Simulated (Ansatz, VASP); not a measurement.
## One calculation of Ba, two programs

Contents of INCAR:

```
ALGO = Fast
EDIFF = 1E-6
ENCUT = 520
GGA = PS
ISIF = 2
ISMEAR = 0
LASPH = T
LCHARG = T
LELF = T
LREAL = F
LVHAR = T
LWAVE = F
NBANDS = 17
NELM = 80
PREC = Accurate
SIGMA = 0.1
```

The input KPOINTS:

```
k-points
0
Gamma
  10 10 6
```

The input POSCAR:

```
Ba
1.0
    3.5979156631     -2.5691299928      0.0000000000
    3.5979156631      2.5691299928      0.0000000000
    0.0000000000      0.0000000000      7.4864907428
Ba
2
Direct
    0.7765724816      0.2234275184      0.2500000000
    0.2234275184      0.7765724816      0.7500000000
```

Input for Ansatz:

```yaml
crystal:
  lattice:
    - [3.5979156631, -2.5691299928, 0.0]
    - [3.5979156631, 2.5691299928, 0.0]
    - [0.0, 0.0, 7.4864907428]
  atoms:
    - { symbol: Ba, position: [0.7765724816, 0.2234275184, 0.25] }
    - { symbol: Ba, position: [0.2234275184, 0.7765724816, 0.75] }
basis:
  ecutwfc: 420
kpoints:
  mp_grid: { grid: [10, 10, 6] }
hamiltonian:
  xc: pbesol
scf:
  occupations: { method: gaussian, width: 0.1 }
output:
  forces: true
  stress: true
  eigenvalues: true
```

Alike in both runs: task single point; functional PBEsol; k mesh 10 × 10 × 6; occupations gaussian, width 0.1 eV; no spin polarisation.

```csv
,VASP,Ansatz
version,VASP 6.6.1,Ansatz 0.2.0
potentials or method,"VASP PAW PBE potentials, release 64 (Ba_sv), cutoff 520 eV","scalar-relativistic, plane waves, PAW"
valence electrons in the cell,20,20
```

Ansatz gave:

| Item | Value |
| --- | --- |
| gap on the k mesh at the Fermi level (eV) | none |
| pressure (GPa) | -1.3 |
| traceless stress, the component that is largest in VASP (GPa) | 0.30 |
| rms of the force components (eV/Å) | 0.088 |

Problem. Which values does VASP return?

Solution. gap on the k mesh at the Fermi level (eV): none; pressure (GPa): -1.2; traceless stress, the component that is largest in VASP (GPa): 0.30; rms of the force components (eV/Å): 0.089.

VASP's potentials were made for PBE, not for PBEsol. Atom by atom the forces differ by 0.001 eV/Å (rms over components). A gap of «none» marks a metal or a gap that the smearing closes. The functional is the same, so the differences come from potentials, cutoffs and numerics.

Spin-orbit coupling is off throughout.
